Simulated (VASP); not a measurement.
A run of VASP 6.6.1 is set up as follows.

Contents of INCAR:

```
SYSTEM = KCl
  PREC = Accurate
  ENCUT = 520
  EDIFF = 1E-7
  ISMEAR = 0
  SIGMA = 0.01
  LREAL = .False.
  LASPH = .True.
  NELM = 100
  ALGO = Normal
  ISIF = 2
  LWAVE = .False.
  LCHARG = .False.
  GGA = PE
  NBANDS = 15
```

KPOINTS

```
regular mesh
0
Gamma
  4 4 4
  0 0 0
```

Contents of POSCAR:

```
KCl
1.0
    3.7711682932      0.0000000000      0.0000000000
    0.0000000000      3.7711682932      0.0000000000
    0.0000000000      0.0000000000      3.7711682932
K Cl
1 1
Direct
    0.0000000000      0.0000000000      0.0000000000
    0.5000000000      0.5000000000      0.5000000000
```

Potentials or basis: VASP PAW PBE potentials, release 64 (K_sv, Cl).

The run is started by

```console
$ cat potpaw_PBE.64/K_sv/POTCAR potpaw_PBE.64/Cl/POTCAR > POTCAR
$ mpirun -np 1 vasp_std > vasp.out
```

Task: What does it give for the pressure?

Result: 1.1 GPa.

Task: Predict the band gap on the k mesh.

Result: 5.03 eV, indirect (least direct gap 5.24 eV).

A k mesh can miss the band edges. As with any semilocal functional, this PBE gap is likely too small.
